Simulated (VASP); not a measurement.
## SiC: single point with PBEsol

SiC:

```
CELL_PARAMETERS angstrom
0.00000 2.23224 2.23224
2.23224 0.00000 2.23224
2.29311 2.29311 -0.06087
ATOMIC_POSITIONS crystal
Si 0.00000 0.00000 0.00000
C 0.75000 0.75000 0.75000
```

```json
{"Program": "VASP 6.6.1", "Task": "single point", "Functional": "PBEsol", "Potentials or basis": "VASP PAW PBE potentials, release 64 (Si, C)", "Cutoff": "520 eV", "k mesh": "12 × 12 × 12", "Occupations": "gaussian, width 0.05 eV", "Spin": "no spin polarisation"}
```

The pressure is -19.4 GPa and the largest force is 0.084 eV/Å. The band gap on the k mesh is 1.24 eV, indirect (least direct gap 4.11 eV).

Forces in eV/Å, atoms in the order of the input:
```
Si   0.049  0.049 -0.049
C   -0.049 -0.049  0.049
```

Stress tensor (GPa, compression positive):
```
-19.43  -5.21   5.21
 -5.21 -19.43   5.21
  5.21   5.21 -19.43
```

Levels at points of the mesh, in eV from the valence-band top:
```
           k point  band 1  band 2  band 3  band 4  band 5  band 6  band 7  band 8  band 9
(0.00, 0.00, 0.00)  -14.64   -0.20    0.00    0.00    4.51    6.25    6.73    6.73   13.77
(0.50, 0.00, 0.00)  -11.33   -8.06   -1.17   -1.15    4.12    6.30    6.81    9.20   14.54
(0.50, 0.50, 0.00)  -10.09   -7.55   -3.23   -2.87    1.24    3.80   12.41   12.57   13.42
(0.00, 0.00, 0.50)  -11.72   -8.10   -0.89   -0.89    4.86    6.93    6.93    9.35   14.62
```

It took 45 s on 1 thread of Intel Xeon 8259CL, with other jobs on the host, peak memory 0.16 GiB.

Caveat: the PAW data sets were made with another functional, which shifts forces and pressure a little. A k mesh can miss the band edges.
